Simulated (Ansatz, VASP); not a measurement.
Two plane-wave programs on Ti

```xyz
2
Lattice="2.9500 0.0000 0.0000 -1.4750 2.5548 0.0000 0.0000 0.0000 4.6800" Properties=species:S:1:pos:R:3 pbc="T T T"
Ti    0.0000    1.7032    1.1700
Ti    1.4750    0.8416    3.5100
```

Alike in both runs: task single point; functional r2SCAN; k mesh 11 × 11 × 6; occupations fermi-dirac, width 0.05 eV; no spin polarisation.

|  | VASP | Ansatz |
| --- | --- | --- |
| version | VASP 6.6.1 | Ansatz 0.2.0 |
| potentials or method | VASP PAW PBE potentials, release 64 (Ti_sv) | plane waves, PAW |
| plane-wave cutoff (eV) | 520 | 500 |
| valence electrons in the cell | 24 | 24 |

|  | VASP | Ansatz | Ansatz less VASP |
| --- | --- | --- | --- |
| rms of the force components (eV/Å) | 0.011 | 0.011 | -0.0001 |

VASP's potentials were made for PBE, not for r2SCAN. Atom by atom the forces differ by 0.000 eV/Å (rms over components).
